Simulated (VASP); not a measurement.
# Cr (Im-3m) in VASP: single point with PBE

Aim: the single point of Cr with PBE.

Program: VASP 6.6.1. These are calculated values, not measurements. Logs are shortened: lines on timing, memory, paths and dates and some standing lists are left out, and cuts for length are marked.

## (1) The cell of the first run

It takes space group Im-3m (No. 229, cubic). Conventional cell: a = 2.969 Å, b = 2.969 Å, c = 2.969 Å, α = 90.00°, β = 90.00°, γ = 90.00°. Within 3.4 Å of Cr (site symmetry m-3m) lie 14 Cr at 2.57 to 2.97 Å.

## (2) Single point, PBE, collinear spin, antiferromagnetic start

Contents of INCAR:

```
  PREC = Accurate
  ENCUT = 520
  EDIFF = 1E-6
  ISMEAR = -1
  SIGMA = 0.025
  LREAL = False
  LASPH = True
  NELM = 150
  ALGO = Normal
  ISIF = 2
  LWAVE = False
  LCHARG = False
  ISPIN = 2
  MAGMOM = 3 -3 3 -3
  LORBIT = 11
  LMAXMIX = 4
  GGA = PE
  NBANDS = 36
```

Contents of KPOINTS:

```
Automatic mesh
0
Gamma
  6 9 6
```

Contents of POSCAR:

```
Cr
1.0
    0.0000000000      2.9688993551      2.9688993551
    2.9688993551      0.0000000000      0.0000000000
    0.0000000000      2.9688993551     -2.9688993551
Cr
4
Direct
    0.0000000000      0.0000000000      0.0000000000
    0.5000000000      0.0000000000      0.5000000000
    0.5000000000      0.5000000000      0.0000000000
    0.0000000000      0.5000000000      0.5000000000
```

Potentials or basis: VASP PAW PBE potentials, release 64 (Cr_pv).

Started as:

```bash
> cat potpaw_PBE.64/Cr_pv/POTCAR > POTCAR
> mpirun -np 1 vasp_std > vasp.out
```

OUTCAR:

```text
PREC = Accurate
   ENCUT = 520
   EDIFF = 1E-6
   ISMEAR = -1
   LREAL = False
   LASPH = True
   NELM = 150
   ISIF = 2
   ISPIN = 2
   LORBIT = 11
   GGA = PE

 ion  position               nearest neighbor table
   1  0.000  0.000  0.000-   3 2.57   4 2.57   4 2.57   3 2.57   4 2.57   4 2.57   3 2.57   3 2.57
                             2 2.97   2 2.97   2 2.97   2 2.97
   2  0.500  0.000  0.500-   3 2.57   4 2.57   3 2.57   3 2.57   4 2.57   3 2.57   4 2.57   4 2.57
                             1 2.97   1 2.97   1 2.97   1 2.97
   3  0.500  0.500  0.000-   1 2.57   2 2.57   2 2.57   1 2.57   2 2.57   2 2.57   1 2.57   1 2.57
                             4 2.97   4 2.97   4 2.97   4 2.97
   4  0.000  0.500  0.500-   1 2.57   2 2.57   1 2.57   1 2.57   2 2.57   1 2.57   2 2.57   2 2.57
                             3 2.97   3 2.97   3 2.97   3 2.97

  LATTYP: Found a simple tetragonal cell.
 ALAT       =     4.1986577333
 C/A-ratio  =     0.7071067812

  Lattice vectors:

 A1 = (   0.0000000000,  -2.9688993551,  -2.9688993551)
 A2 = (   0.0000000000,   2.9688993551,  -2.9688993551)
 A3 = (   2.9688993551,   0.0000000000,   0.0000000000)

Analysis of symmetry for initial positions (statically):
=====================================================================
 Subroutine PRICEL returns following result:

  LATTYP: Found a body centered cubic cell.
 ALAT       =     2.9688993551
[... 12 lines left out ...]
 Subroutine GETGRP returns: Found 16 space group operations
 (whereof 16 operations were pure point group operations)
 out of a pool of 16 trial point group operations.

The static configuration has the point symmetry D_4h.

Analysis of symmetry for dynamics (positions and initial velocities):
=====================================================================
 Subroutine PRICEL returns following result:

  LATTYP: Found a body centered cubic cell.
 ALAT       =     2.9688993551
[... 12 lines left out ...]
 Subroutine GETGRP returns: Found 16 space group operations
 (whereof 16 operations were pure point group operations)
 out of a pool of 16 trial point group operations.

The dynamic configuration has the point symmetry D_4h.

Analysis of structural, dynamic, and magnetic symmetry:
=====================================================================
 Subroutine PRICEL returns following result:

  LATTYP: Found a body centered cubic cell.
 ALAT       =     2.9688993551
[... 12 lines left out ...]
 Subroutine GETGRP returns: Found  8 space group operations
 (whereof  8 operations were pure point group operations)
 out of a pool of 16 trial point group operations.

The overall configuration has the point symmetry D_2h.

 Subroutine INISYM returns: Found  8 space group operations
[... 126 lines left out ...]
 spin polarized calculation
  energy-cutoff  :      520.00
  volume of cell :       52.34
 maximum number of plane-waves:      1431
 NGX is ok and might be reduce to    32
   NGX = 15   NGY = 11   NGZ = 15

 number of electron      48.0000071 magnetization       0.0000000

 number of electron      48.0000071 magnetization      -0.0000000

 Free energy of the ion-electron system (eV)
  ---------------------------------------------------
  ext. energy  EPLUGINS =         0.00000000
  ---------------------------------------------------
  free energy    TOTEN  =       -37.52176439 eV

  energy without entropy =      -37.51409982  energy(sigma->0) =      -37.51793211

 E-fermi :   9.2864     XC(G=0): -12.9666

 val. band max:        9.2633198905   @ k =   0.3333   0.4444   0.5000
 cond. band min:       9.3062763927   @ k =   0.0000   0.1111  -0.3333
 fundamental gap:      0.0429565022
 Fermi energy:         9.2864293546

 spin component 1

 k-point     1 :       0.0000    0.0000    0.0000
  band No.  band energies     occupation
      1     -34.2101      1.00000
      2     -34.2101      1.00000
      3     -34.0272      1.00000
      4     -34.0272      1.00000
      5     -34.0223      1.00000
      6     -33.7917      1.00000
[... 925 lines left out ...]
     35      14.4549      0.00000
     36      15.9836      0.00000

 [... further k-points ...]

 spin component 2

 k-point     1 :       0.0000    0.0000    0.0000
  band No.  band energies     occupation
      1     -34.2101      1.00000
      2     -34.2101      1.00000
      3     -34.0272      1.00000
      4     -34.0272      1.00000
      5     -34.0223      1.00000
      6     -33.7917      1.00000
[... 925 lines left out ...]
     35      14.4549      0.00000
     36      15.9836      0.00000

 [... further k-points ...]

------------------------ aborting loop because EDIFF is reached ----------------------------------------

  FORCE on cell =-STRESS in cart. coord.  units (eV):
  Direction    XX          YY          ZZ          XY          YZ          ZX
  --------------------------------------------------------------------------------------
  -------------------------------------------------------------------------------------
  Total       -7.9560234     -8.2378846     -8.2378846      0.0000000      0.0002730      0.0000000
  in kB     -243.5511649   -252.1795501   -252.1795501      0.0000000      0.0083570      0.0000000
  external PRESSURE =    -249.3034217 kB  Pullay stress =       0.0000000 kB

 VOLUME and BASIS-vectors are now :
 -----------------------------------------------------------------------------
  energy-cutoff  :      520.00
  volume of cell :       52.34
      direct lattice vectors                 reciprocal lattice vectors
     0.000000000  2.968899355  2.968899355     0.000000000  0.168412580  0.168412580
     2.968899355  0.000000000  0.000000000     0.336825160  0.000000000  0.000000000
     0.000000000  2.968899355 -2.968899355     0.000000000  0.168412580 -0.168412580

 POSITION                                       TOTAL-FORCE (eV/Angst)
 -----------------------------------------------------------------------------------
      0.00000      0.00000      0.00000        -0.000000     -0.000000      0.000000
      0.00000      2.96890      0.00000         0.000000      0.000000      0.000000
      1.48445      1.48445      1.48445        -0.000000     -0.000000      0.000000
      1.48445      1.48445     -1.48445         0.000000      0.000000     -0.000000
 -----------------------------------------------------------------------------------
    total drift:                               -0.000000     -0.000000      0.000000

  FREE ENERGIE OF THE ION-ELECTRON SYSTEM (eV)
  ---------------------------------------------------
  free  energy   TOTEN  =       -37.5217643913 eV

  energy  without entropy=      -37.5140998241  energy(sigma->0) =      -37.51793211

 total charge

# of ion       s       p       d       tot
------------------------------------------
    1        0.396   6.333   4.083  10.812
    2        0.396   6.333   4.083  10.812
    3        0.396   6.333   4.083  10.812
    4        0.396   6.333   4.083  10.812
--------------------------------------------------
tot          1.586  25.331  16.331  43.248

 magnetization (x)

# of ion       s       p       d       tot
------------------------------------------
    1        0.000   0.000  -0.000  -0.000
    2       -0.000  -0.000   0.000   0.000
    3        0.000   0.000  -0.000  -0.000
    4       -0.000  -0.000   0.000   0.000
--------------------------------------------------
tot          0.000   0.000   0.000   0.000
```

OSZICAR:

```text
N       E                     dE             d eps       ncg     rms          rms(c)
DAV:   1     0.599100570837E+03    0.59910E+03   -0.26187E+04 11544   0.162E+03
DAV:   2    -0.107435514086E+02   -0.60984E+03   -0.58561E+03 11568   0.503E+02
DAV:   3    -0.407309009676E+02   -0.29987E+02   -0.28216E+02 12380   0.131E+02
DAV:   4    -0.413678345903E+02   -0.63693E+00   -0.63397E+00 12544   0.181E+01
DAV:   5    -0.413907644020E+02   -0.22930E-01   -0.22924E-01 16176   0.312E+00    0.292E+01
DAV:   6    -0.366959765637E+02    0.46948E+01   -0.33090E+01 11692   0.469E+01    0.974E+00
DAV:   7    -0.373508750691E+02   -0.65490E+00   -0.15789E+00 11604   0.844E+00    0.585E+00
DAV:   8    -0.374220657443E+02   -0.71191E-01   -0.69847E-02 14508   0.237E+00    0.270E+00
DAV:   9    -0.374968892555E+02   -0.74824E-01   -0.15492E-01 14264   0.393E+00    0.868E-01
DAV:  10    -0.375164473757E+02   -0.19558E-01   -0.53637E-02 13176   0.178E+00    0.466E-01
DAV:  11    -0.375192832150E+02   -0.28358E-02   -0.71380E-03 14428   0.657E-01    0.284E-01
DAV:  12    -0.375213041276E+02   -0.20209E-02   -0.43790E-03 17088   0.843E-01    0.131E-01
DAV:  13    -0.375216485172E+02   -0.34439E-03   -0.11447E-03 13896   0.342E-01    0.546E-02
DAV:  14    -0.375217363551E+02   -0.87838E-04   -0.26453E-04 13796   0.133E-01    0.312E-02
DAV:  15    -0.375217582862E+02   -0.21931E-04   -0.50431E-05 16540   0.750E-02    0.182E-02
DAV:  16    -0.375217627393E+02   -0.44532E-05   -0.10070E-05 14468   0.313E-02    0.687E-03
DAV:  17    -0.375217640995E+02   -0.13602E-05   -0.14626E-06  6880   0.117E-02    0.183E-03
DAV:  18    -0.375217643913E+02   -0.29179E-06   -0.61074E-07  6444   0.794E-03
   1 F= -.37521764E+02 E0= -.37517932E+02  d E =-.766457E-02  mag=    -0.0000
```

Run time: 3.3 min. Hardware: 1 thread of Intel Xeon Platinum 8488C (Sapphire Rapids), shared host; peak memory 0.31 GiB.

What came out:

```yaml
Free_energy: -37.5218 eV
Pressure: -24.9 GPa
Band_gap_on_the_k_mesh: zero (filled and empty bands overlap)
Net_moment: 0.00 μB per cell
Valence_electrons_inside_the_program's_atomic_spheres: Cr 10.81
```

Stress tensor (GPa, compression positive):
```
-24.36   0.00   0.00
  0.00 -25.22   0.00
  0.00   0.00 -25.22
```

Caveat: the cell stands under tension.
